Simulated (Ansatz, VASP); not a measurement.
**In3Pt2: VASP beside Ansatz**

The input INCAR:

```
PREC     = Accurate       # precision mode
ENCUT    = 520            # plane-wave cutoff, eV
EDIFF    = 1E-7           # SCF threshold, eV
ISMEAR   = 1              # smearing method
SIGMA    = 0.15           # smearing width, eV
LREAL    = False          # projectors in reciprocal space
LASPH    = True           # aspherical terms in the spheres
NELM     = 80             # most SCF steps
ALGO     = Normal         # electronic algorithm
ISIF     = 2              # what is computed and relaxed
LWAVE    = False          # write WAVECAR
LCHARG   = False          # write CHGCAR
NBANDS   = 38             # bands
```

KPOINTS

```
regular mesh
0
Gamma
  7 7 5
```

The input POSCAR:

```
In3Pt2
1.0
    4.5722600000      0.0000000000      0.0000000000
   -2.2861300000      3.9596900000      0.0000000000
    0.0000000000      0.0000000000      5.5763800000
In Pt
3 2
Direct
    0.0000000000      0.0000000000      0.0000000000
    0.6666666667      0.3333333333      0.3496700000
    0.3333333333      0.6666666667      0.6503300000
    0.6666666667      0.3333333333      0.8371700000
    0.3333333333      0.6666666667      0.1628300000
```

Input for Ansatz:

```yaml
crystal:
  lattice:
    - [4.57226, 0.0, 0.0]
    - [-2.28613, 3.95969, 0.0]
    - [0.0, 0.0, 5.57638]
  atoms:
    - { symbol: In, position: [0.0, 0.0, 0.0] }
    - { symbol: In, position: [0.6666666666666666, 0.3333333333333333, 0.34967] }
    - { symbol: In, position: [0.3333333333333333, 0.6666666666666666, 0.65033] }
    - { symbol: Pt, position: [0.6666666666666666, 0.3333333333333333, 0.83717] }
    - { symbol: Pt, position: [0.3333333333333333, 0.6666666666666666, 0.16283] }
basis:
  ecutwfc: 489.804952427784
kpoints:
  mp_grid:
    grid: [7, 7, 5]
hamiltonian:
  xc: lda
  pseudopotentials:
    kind: paw
scf:
  occupations:
    method: cold
    width: 0.15
output:
  forces: true
```

Alike in both runs: task single point; functional LDA; k mesh 7 × 7 × 5; no spin polarisation.

|  | VASP | Ansatz |
| --- | --- | --- |
| version | VASP 6.6.1 | Ansatz 0.2.0 |
| potentials or method | VASP PAW LDA potentials, release 64 (In_d, Pt), cutoff 520 eV | plane waves, PAW |
| occupations | methfessel-paxton of order 1, width 0.15 eV | cold, width 0.15 eV |
| valence electrons in the cell | 59 | 75 |

```tsv
	VASP	Ansatz	Ansatz less VASP
rms of the force components (eV/Å)	0.041	0.041	-0.0006
```

LDA's correlation is that of Perdew and Zunger in VASP and of Perdew and Wang (1992) in Ansatz. Atom by atom the forces differ by 0.005 eV/Å (rms over components). VASP's potentials hold 59 valence electrons a cell and Ansatz's 75, so a difference there can come from the potentials and not from the codes.

Neither program's run includes spin-orbit coupling.
